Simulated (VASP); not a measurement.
# ErTmN2: single point with r2SCAN

Crystal: ErTmN2.

```xyz
8
Lattice="4.8250 0.0000 0.0000 0.0000 4.8250 0.0000 0.0000 0.0000 4.8250" Properties=species:S:1:pos:R:3 pbc="T T T"
Er    0.0000    0.0000    0.0000
Er    0.0000    2.4125    2.4125
Tm    2.4125    0.0000    2.4125
Tm    2.4125    2.4125    0.0000
N     2.4125    2.4125    2.4125
N     2.4125    0.0000    0.0000
N     0.0000    2.4125    0.0000
N     0.0000    0.0000    2.4125
```

```
Program             : VASP 6.6.1
Task                : single point
Functional          : r2SCAN
Potentials or basis : VASP PAW PBE potentials, release 64 (Er, Tm, N)
Cutoff              : 800 eV
k mesh              : 1 × 1 × 1
Occupations         : fermi-dirac, width 0.1 eV
Spin                : no spin polarisation
```

The pressure is 23.1 GPa.

Stress tensor (GPa, compression positive):
```
22.98  0.00  0.00
 0.00 23.09  0.00
 0.00  0.00 23.09
```

Levels at points of the mesh, in eV from the Fermi level:
```tsv
k point	band 47	band 48	band 49	band 50	band 51	band 52	band 53	band 54	band 55	band 56
(0.00, 0.00, 0.00)	-0.64	-0.57	-0.57	-0.38	-0.30	0.00	0.00	0.01	0.01	0.01
```

Run time: 27 min on 1 thread of Intel Xeon 8259CL, on a shared host, peak memory 0.39 GiB.

Caveat: the k points lie up to 1.30 Å⁻¹ apart; the PAW data sets were made with another functional, which shifts forces and pressure a little; spin-orbit coupling is left out, which moves the levels of the heavy elements; semilocal functionals describe open f shells poorly, which spoils levels, moments and volumes. Spin polarisation is off, so any magnetic state and its effect on volume and gap are missing.
